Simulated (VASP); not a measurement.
# Na (Pm-3m) in VASP: a series of runs

Na is run at these levels: LDA; tasks: relaxation of cell and atoms.

Program: VASP 6.6.1. These are calculated values, not measurements. Logs are shortened: lines on timing, memory, paths and dates and some standing lists are left out, and cuts for length are marked.

### Step 1. The cell of the first run

It takes space group Pm-3m (No. 221, cubic). The conventional cell has a = 3.295 Å, b = 3.295 Å, c = 3.295 Å, α = 90.00°, β = 90.00°, γ = 90.00°. Na (site symmetry m-3m) has 6 Na at 3.30 Å within 4.3 Å.

### Step 2. Relaxation of cell and atoms, LDA

INCAR

```
PREC = Accurate ; ENCUT = 500
EDIFF = 1E-7 ; ISMEAR = 1
SIGMA = 0.1 ; LREAL = F
LASPH = T ; NELM = 120
ALGO = Normal ; ISIF = 3
LWAVE = F ; LCHARG = F
GGA = CA ; IBRION = 2
NSW = 80 ; EDIFFG = -0.03
GGA_COMPAT = F ; NELMIN = 4
```

KPOINTS

```
Automatic mesh
0
Gamma
  6 6 6
```

POSCAR

```
Na
1.0
    3.2953042290      0.0000000000      0.0000000000
    0.0000000000      3.2953042290      0.0000000000
    0.0000000000      0.0000000000      3.2953042290
Na
1
Direct
    0.0000000000      0.0000000000      0.0000000000
```

Potentials or basis: VASP PAW LDA potentials, release 64 (Na_pv).

Launch:

```bash
cat potpaw_LDA.64/Na_pv/POTCAR > POTCAR
mpirun -np 1 vasp_std > vasp.out
```

OUTCAR:

```text
PREC = Accurate
   ENCUT = 500
   EDIFF = 1E-7
   ISMEAR = 1
   LREAL = F
   LASPH = T
   NELM = 120
   ISIF = 3
   GGA = CA
   IBRION = 2
   NSW = 80
   EDIFFG = -0.03
   NELMIN = 4

 ion  position               nearest neighbor table
   1  0.000  0.000  0.000-

  LATTYP: Found a simple cubic cell.
 ALAT       =     3.2953042290

  Lattice vectors:

 A1 = (   3.2953042290,   0.0000000000,   0.0000000000)
 A2 = (   0.0000000000,   3.2953042290,   0.0000000000)
 A3 = (   0.0000000000,   0.0000000000,   3.2953042290)

Analysis of symmetry for initial positions (statically):
=====================================================================
 Subroutine PRICEL returns:
 Original cell was already a primitive cell.

 Routine SETGRP: Setting up the symmetry group for a
 simple cubic supercell.

 Subroutine GETGRP returns: Found 48 space group operations
 (whereof 48 operations were pure point group operations)
 out of a pool of 48 trial point group operations.

The static configuration has the point symmetry O_h .

Analysis of symmetry for dynamics (positions and initial velocities):
=====================================================================
 Subroutine PRICEL returns:
 Original cell was already a primitive cell.

 Routine SETGRP: Setting up the symmetry group for a
 simple cubic supercell.

 Subroutine GETGRP returns: Found 48 space group operations
 (whereof 48 operations were pure point group operations)
 out of a pool of 48 trial point group operations.

The dynamic configuration has the point symmetry O_h .

 Subroutine INISYM returns: Found 48 space group operations
 (whereof 48 operations are pure point group operations),
 and found     1 'primitive' translations

----------------------------------------------------------------------------------------

                                     Primitive cell

  volume of cell :      35.7838

  direct lattice vectors                    reciprocal lattice vectors
     3.295304229  0.000000000  0.000000000     0.303462118  0.000000000  0.000000000
     0.000000000  3.295304229  0.000000000     0.000000000  0.303462118  0.000000000
     0.000000000  0.000000000  3.295304229     0.000000000  0.000000000  0.303462118

  length of vectors
[... 74 lines left out ...]
   NELM   =    120;   NELMIN=  4; NELMDL= -5     # of ELM steps
   EDIFF  = 0.1E-06   stopping-criterion for ELM
   LREAL  =      F    real-space projection
   EDIFFG = -.3E-01   stopping-criterion for IOM
   NSW    =     80    number of steps for IOM
   IBRION =      2    ionic relax: 0-MD 1-quasi-New 2-CG
   NFREE  =      1    steps in history (QN), initial steepest desc. (CG)
   ISIF   =      3    stress and relaxation
   ISYM   =      2    0-nonsym 1-usesym 2-fastsym
   POTIM  = 0.5000    time-step for ionic-motion
   TEBEG  =    0.0;   TEEND  =   0.0 temperature during run
   PSTRESS=    0.0 pullay stress
   NELECT =       7.0000    total number of electrons
   NUPDOWN=      -1.0000    fix difference up-down
   EMIN   =  10.00;   EMAX   =-10.00  energy-range for DOS
   EFERMI =   0.00;   METHOD = LEGACY
   ISMEAR =     1;   SIGMA  =   0.10  broadening in eV -4-tet -1-fermi 0-gaus
   EFERMI_NEDOS =   21; number of points for ismear=-14 and -15
   IALGO  =     38    algorithm
   IMIX   =      4    mixing-type and parameters
     AMIX     =   0.40;   BMIX     =  1.00
     AMIX_MAG =   1.60;   BMIX_MAG =  1.00
  volume/ion in A,a.u.               =      35.78       241.48
  Fermi-wavevector in a.u.,A,eV,Ry     =   0.950339  1.795881 12.288029  0.903145
  Thomas-Fermi vector in A             =   2.078707
   LORBIT       =      0    0 simple, 1 ext, 2 COOP (PROOUT), +10 PAW based schemes
   GGA     = CA    functional components
   LHFCALC =     F    Hartree Fock is set to
   AEXX    =    0.0000 exact exchange contribution
   IVDW    =     0    specifies the selected vdW correction
   LEPSILON=     F    determine dielectric tensor
   LRPA    =     F    only Hartree local field effects (RPA)
 conjugate gradient relaxation of ions
 non-spin polarized calculation
 Methfessel and Paxton  Order N= 1 SIGMA  =   0.10
  energy-cutoff  :      500.00
  volume of cell :       35.78
 maximum number of plane-waves:       931
   NGX = 13   NGY = 13   NGZ = 13

 number of electron       7.0000018 magnetization

 Free energy of the ion-electron system (eV)
  ---------------------------------------------------
  ext. energy  EPLUGINS =         0.00000000
  ---------------------------------------------------
  free energy    TOTEN  =        -1.31078556 eV

  energy without entropy =       -1.30775002  energy(sigma->0) =       -1.30977371

 E-fermi :   0.3865     XC(G=0):  -6.8190

 val. band max:        0.3860750558   @ k =   0.3333   0.3333   0.1667
 cond. band min:       0.4690564041   @ k =   0.5000   0.0000   0.0000
 fundamental gap:      0.0829813483
 Fermi energy:         0.3864653163

 k-point     1 :       0.0000    0.0000    0.0000
  band No.  band energies     occupation
      1     -24.8160      2.00000
      2     -24.8160      2.00000
      3     -24.8160      2.00000
      4      -3.0890      2.00000
      5       8.8866      0.00000
      6       8.8866      0.00000
      7      10.3879      0.00000
[... 181 lines left out ...]
 k-point    20 :       0.5000    0.5000    0.5000
  band No.  band energies     occupation
      1     -24.8665      2.00000
      2     -24.8665      2.00000
      3     -24.8665      2.00000
      4       6.4160      0.00000
      5       6.4160      0.00000
      6       6.4160      0.00000
      7       6.5832      0.00000

------------------------ aborting loop because EDIFF is reached ----------------------------------------

  FORCE on cell =-STRESS in cart. coord.  units (eV):
  Direction    XX          YY          ZZ          XY          YZ          ZX
  --------------------------------------------------------------------------------------
  -------------------------------------------------------------------------------------
  Total       -0.0084161     -0.0084161     -0.0084161      0.0000000      0.0000000     -0.0000000
  in kB       -0.3768190     -0.3768190     -0.3768190      0.0000000      0.0000000     -0.0000000
  external PRESSURE =      -0.3768190 kB  Pullay stress =       0.0000000 kB

 VOLUME and BASIS-vectors are now :
 -----------------------------------------------------------------------------
  energy-cutoff  :      500.00
  volume of cell :       35.78
      direct lattice vectors                 reciprocal lattice vectors
     3.295304229  0.000000000  0.000000000     0.303462118  0.000000000  0.000000000
     0.000000000  3.295304229  0.000000000     0.000000000  0.303462118  0.000000000
     0.000000000  0.000000000  3.295304229     0.000000000  0.000000000  0.303462118

 POSITION                                       TOTAL-FORCE (eV/Angst)
 -----------------------------------------------------------------------------------
      0.00000      0.00000      0.00000         0.000000      0.000000      0.000000
 -----------------------------------------------------------------------------------
    total drift:                                0.000000     -0.000000      0.000000

  FREE ENERGIE OF THE ION-ELECTRON SYSTEM (eV)
  ---------------------------------------------------
  free  energy   TOTEN  =        -1.3107855586 eV

  energy  without entropy=       -1.3077500163  energy(sigma->0) =       -1.30977371

 reached required accuracy - stopping structural energy minimisation
```

CONTCAR:

```text
Na
   1.00000000000000
     3.2953042290000001    0.0000000000000000    0.0000000000000000
     0.0000000000000000    3.2953042290000001    0.0000000000000000
     0.0000000000000000    0.0000000000000000    3.2953042290000001
  Na
     1
Direct
     0.0000000000000000    0.0000000000000000    0.0000000000000000

  0.00000000E+00  0.00000000E+00  0.00000000E+00
```

Run time: 2.1 s. Hardware: 1 thread of Intel Xeon Platinum 8259CL at 2.50GHz (Skylake/Cascade Lake), shared host; peak memory 0.11 GiB.

Results:

```yaml
Free_energy: -1.3108 eV
Pressure_after_relaxing: 0.0 GPa
```

Final structure:
```
Na
1.0
     3.29530    0.00000    0.00000
     0.00000    3.29530    0.00000
     0.00000    0.00000    3.29530
Na
1
Direct
  0.00000 0.00000 0.00000
```

Caveat: the relaxation stopped at its first step, so nothing moved.

### Step 3. Relaxation of cell and atoms, LDA

This run uses another cell than the first one, of 43.24 Å³/atom, 1.208 times its volume.

INCAR

```
SYSTEM = Na
PREC = Accurate
ENCUT = 500
EDIFF = 1E-7
ISMEAR = 1
SIGMA = 0.1
LREAL = .FALSE.
LASPH = .TRUE.
NELM = 120
ALGO = Normal
ISIF = 3
LWAVE = .FALSE.
LCHARG = .FALSE.
GGA = CA
IBRION = 2
NSW = 80
EDIFFG = -0.03
GGA_COMPAT = .FALSE.
NELMIN = 4
```

KPOINTS

```
Automatic mesh
0
G
  6 6 6
  0 0 0
```

POSCAR

```
Na
1.0
    3.5100000000      0.0000000000      0.0000000000
    0.0000000000      3.5100000000      0.0000000000
    0.0000000000      0.0000000000      3.5100000000
Na
1
Direct
    0.0000000000      0.0000000000      0.0000000000
```

Potentials or basis: VASP PAW LDA potentials, release 64 (Na_pv).

Launch:

```bash
cat potpaw_LDA.64/Na_pv/POTCAR > POTCAR
mpirun -np 1 vasp_std > vasp.out
```

Run time: 9.9 s. Hardware: 1 thread of Intel Xeon Platinum 8259CL at 2.50GHz (Skylake/Cascade Lake), shared host; peak memory 0.13 GiB.

It converged, with:

- Free energy: -1.3110 eV
- Relaxed volume: 35.49 Å³/atom
- Relaxed cell: a = 3.286 Å, b = 3.286 Å, c = 3.286 Å, α = 90.00°, β = 90.00°, γ = 90.00°
- Space group after relaxing (to 0.05 Å): Pm-3m (No. 221)
- Energy gained by relaxing: 25.6 meV/atom
- Ionic steps: 4
- Pressure after relaxing: 0.0 GPa

Step by step:
```
step  energy change (eV)  largest force (eV/Å)  pressure (GPa)  volume (Å³)
   1              0.0000                0.0000           -0.95        43.24
   2             -0.0087                0.0000           -0.83        41.66
   3             -0.0244                0.0000           -0.26        37.15
   4             -0.0256                0.0000            0.02        35.49
```

Final structure:
```
Na
1.0
     3.28638    0.00000    0.00000
     0.00000    3.28638    0.00000
     0.00000    0.00000    3.28638
Na
1
Direct
  0.00000 0.00000 0.00000
```

Levels at points of the mesh, in eV from the Fermi level:
| k point | band 1 | band 2 | band 3 | band 4 | band 5 | band 6 |
| --- | --- | --- | --- | --- | --- | --- |
| (0.00, 0.00, 0.00) | -25.20 | -25.20 | -25.20 | -3.49 | 8.53 | 8.53 |
| (0.50, 0.00, 0.00) | -25.27 | -25.19 | -25.19 | -0.08 | 0.09 | 10.90 |
| (0.50, 0.50, 0.00) | -25.26 | -25.26 | -25.19 | 3.06 | 3.06 | 3.23 |
| (0.50, 0.50, 0.50) | -25.25 | -25.25 | -25.25 | 6.05 | 6.24 | 6.24 |

Caveat: the volume moved by over 15 % at a fixed basis, so the end points are rough.
